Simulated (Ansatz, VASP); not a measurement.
Two plane-wave programs on Cu

The input INCAR:

```
ALGO     = Fast           # electronic algorithm
EDIFF    = 1E-7           # SCF threshold, eV
ENCUT    = 520            # plane-wave cutoff, eV
GGA      = PE             # functional
ISIF     = 2              # what is computed and relaxed
ISMEAR   = 0              # smearing method
LASPH    = T              # aspherical terms in the spheres
LCHARG   = F              # write CHGCAR
LREAL    = F              # projectors in reciprocal space
LWAVE    = F              # write WAVECAR
NBANDS   = 18             # bands
NELM     = 60             # most SCF steps
PREC     = Accurate       # precision mode
SIGMA    = 0.15           # smearing width, eV
```

File KPOINTS:

```
k-points
0
Gamma
  18 18 18
```

File POSCAR:

```
Cu
1.0
    1.3748918369     -4.0308860292      0.0000000000
    1.3748918369      4.0308860292      0.0000000000
    0.0000000000      0.0000000000      2.5142119659
Cu
2
Direct
    0.1340351705      0.8659648295      0.2500000000
    0.8659648295      0.1340351705      0.7500000000
```

Input for Ansatz:

```yaml
crystal:
  lattice:
    - [1.3748918369, -4.0308860292, 0.0]
    - [1.3748918369, 4.0308860292, 0.0]
    - [0.0, 0.0, 2.5142119659]
  atoms:
    - { symbol: Cu, position: [0.1340351705, 0.8659648295, 0.25] }
    - { symbol: Cu, position: [0.8659648295, 0.1340351705, 0.75] }
basis:
  ecutwfc: 520.0
kpoints:
  mp_grid: { grid: [18, 18, 18] }
hamiltonian:
  xc: pbe
  pseudopotentials: { kind: paw, azcp: { folder: soft_1 } }
scf:
  occupations: { method: gaussian, width: 0.15 }
output:
  forces: true
  stress: true
  eigenvalues: true
  write_density: true
  write_potential: true
  elf: true
  volumetric_format: npy
```

Change from the starting cell: normal strain along x +0.1100, normal strain along y +0.0000.

Alike in both runs: task single point; functional PBE; k mesh 18 × 18 × 18; occupations gaussian, width 0.15 eV; no spin polarisation.

|  | VASP | Ansatz |
| --- | --- | --- |
| version | VASP 6.6.1 | Ansatz 0.2.0 |
| potentials or method | VASP PAW PBE potentials, release 64 (Cu), cutoff 520 eV | scalar-relativistic, plane waves, PAW |
| valence electrons in the cell | 22 | 38 |

VASP gave:

- gap on the k mesh at the Fermi level (eV): none
- pressure (GPa): -7.5
- traceless stress, the component that is largest in VASP (GPa): -7.59
- rms of the force components (eV/Å): 0.192

**Question.** Which values does Ansatz return?

**Answer.** gap on the k mesh at the Fermi level (eV): none; pressure (GPa): -8.0; traceless stress, the component that is largest in VASP (GPa): -7.46; rms of the force components (eV/Å): 0.193.

Atom by atom the forces differ by 0.000 eV/Å (rms over components). A gap of «none» marks a metal or a gap that the smearing closes. VASP's potentials hold 22 valence electrons a cell and Ansatz's 38, so a difference there can come from the potentials and not from the codes.
